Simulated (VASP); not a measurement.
Set up this calculation in VASP 6.6.1, as the native input.

```
Task                   : single point
Functional             : PBEsol
Potentials or basis    : VASP PAW PBE potentials, release 64 (Ta_pv, Si)
Cutoff                 : 520 eV
k mesh                 : 9 × 9 × 6
Occupations            : gaussian, width 0.15 eV
Spin                   : no spin polarisation
Dipole correction      : no
Further INCAR settings : ALGO = Normal; EDIFF = 1e-06; NBANDS = 38
```

The structure of TaSi2 lies in POSCAR:

```
TaSi2
1.0
    4.7613605622      0.0000000000      0.0000000000
   -2.3806802811      4.1234592035      0.0000000000
    0.0000000000      0.0000000000      6.5581204410
Ta Si
3 6
Direct
    0.5000000000      0.0000000000      0.0000000000
    0.5000000000      0.5000000000      0.6666666667
    0.0000000000      0.5000000000      0.3333333333
    0.1592624125      0.3185248251      0.0000000000
    0.8407375875      0.1592624125      0.6666666667
    0.6814751749      0.8407375875      0.3333333333
    0.8407375875      0.6814751749      0.0000000000
    0.1592624125      0.8407375875      0.6666666667
    0.3185248251      0.1592624125      0.3333333333
```

One way to write it, as run:

INCAR

```
SYSTEM = TaSi2
PREC = Accurate
ENCUT = 520
EDIFF = 1E-6
ISMEAR = 0
SIGMA = 0.15
LREAL = .False.
LASPH = .True.
NELM = 100
ALGO = Normal
ISIF = 2
LWAVE = .False.
LCHARG = .False.
GGA = PS
NBANDS = 38
```

KPOINTS

```
Automatic mesh
0
Gamma
  9 9 6
  0 0 0
```

Potentials or basis: VASP PAW PBE potentials, release 64 (Ta_pv, Si).

Command:

```sh
$ cat potpaw_PBE.64/Ta_pv/POTCAR potpaw_PBE.64/Si/POTCAR > POTCAR
$ mpirun -np 1 vasp_std > vasp.out
```

Results of the run:

| Item | Value |
| --- | --- |
| Pressure | 0.2 GPa |
| Largest force | 0.005 eV/Å |

Caveat: the PAW data sets were made with another functional, which shifts forces and pressure a little.

Run time: 3.1 min on 1 thread of Intel(R) Xeon(R) Platinum 8375C CPU @ 2.90GHz (Ice Lake), on a shared host, peak memory 0.35 GiB.
